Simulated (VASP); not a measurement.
Here is a VASP 6.6.1 calculation.

Contents of INCAR:

```
SYSTEM = PbSe
PREC     = Accurate       ! precision mode
ENCUT    = 500            ! plane-wave cutoff, eV
EDIFF    = 1E-6           ! SCF threshold, eV
ISMEAR   = -1             ! smearing method
SIGMA    = 0.01           ! smearing width, eV
LREAL    = .False.        ! projectors in reciprocal space
LASPH    = .True.         ! aspherical terms in the spheres
NELM     = 120            ! most SCF steps
ALGO     = Normal         ! electronic algorithm
ISIF     = 2              ! what is computed and relaxed
LWAVE    = .False.        ! write WAVECAR
LCHARG   = .True.         ! write CHGCAR
GGA      = PS             ! functional
LELF     = .True.         ! ELF
LVHAR    = .True.       
NBANDS   = 17             ! bands
GGA_COMPAT= .False.
```

KPOINTS

```
regular mesh
0
Gamma
  9 9 9
  0 0 0
```

The input POSCAR:

```
PbSe
1.0
    0.0000000000      3.0723233306      3.0723233306
    3.0723233306      0.0000000000      3.0723233306
    3.0723233306      3.0723233306      0.0000000000
Pb Se
1 1
Direct
    0.0000000000      0.0000000000      0.0000000000
    0.5000000000      0.5000000000      0.5000000000
```

Potentials or basis: VASP PAW PBE potentials, release 64 (Pb_d, Se).

Launch:

```console
$ cat potpaw_PBE.64/Pb_d/POTCAR potpaw_PBE.64/Se/POTCAR > POTCAR
$ mpirun -np 1 vasp_std > vasp.out
```

(1) What does it give for the pressure?

Answers

(1) -1.1 GPa.

Caveat: the PAW data sets were made with another functional, which shifts forces and pressure a little.
